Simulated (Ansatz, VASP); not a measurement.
## One calculation of Al, two programs

File INCAR:

```
SYSTEM = Al
ALGO     = Normal         ! electronic algorithm
EDIFF    = 1E-6           ! SCF threshold, eV
ENCUT    = 500            ! plane-wave cutoff, eV
GGA      = PE             ! functional
GGA_COMPAT= .False.      
ISIF     = 2              ! what is computed and relaxed
ISMEAR   = 0              ! smearing method
LASPH    = .True.         ! aspherical terms in the spheres
LCHARG   = .True.         ! write CHGCAR
LELF     = .True.         ! ELF
LREAL    = .False.        ! projectors in reciprocal space
LVHAR    = .True.       
LWAVE    = .False.        ! write WAVECAR
NBANDS   = 8              ! bands
NELM     = 120            ! most SCF steps
PREC     = Accurate       ! precision mode
SIGMA    = 0.1            ! smearing width, eV
```

Contents of KPOINTS:

```
k-points
0
Gamma
  18 18 18
  0 0 0
```

POSCAR

```
Al
1.0
    0.0000000000      2.0602063025      2.0602063025
    2.0602063025      0.0000000000      2.0602063025
    2.0602063025      2.0602063025      0.0000000000
Al
1
Direct
    0.0000000000      0.0000000000      0.0000000000
```

Input for Ansatz:

```yaml
crystal:
  lattice:
    - [0.0, 2.0602063025, 2.0602063025]
    - [2.0602063025, 0.0, 2.0602063025]
    - [2.0602063025, 2.0602063025, 0.0]
  atoms:
    - { symbol: Al, position: [0.0, 0.0, 0.0] }
basis:
  ecutwfc: 600.0
kpoints:
  mp_grid: { grid: [18, 18, 18] }
hamiltonian:
  xc: pbe
  pseudopotentials: { kind: paw }
scf:
  occupations: { method: gaussian, width: 0.1 }
output:
  forces: true
  stress: true
  eigenvalues: true
```

Alike in both runs: task single point; functional PBE; k mesh 18 × 18 × 18; occupations gaussian, width 0.1 eV; no spin polarisation.

|  | VASP | Ansatz |
| --- | --- | --- |
| version | VASP 6.6.1 | Ansatz 0.2.0 |
| potentials or method | VASP PAW PBE potentials, release 64 (Al), cutoff 500 eV | scalar-relativistic, plane waves, PAW |
| valence electrons in the cell | 3 | 3 |

```csv
,VASP,Ansatz,Ansatz less VASP
gap on the k mesh at the Fermi level (eV),none,none,-
pressure (GPa),-4.0,-4.0,+0.02
```

A gap of «none» marks a metal or a gap that the smearing closes.
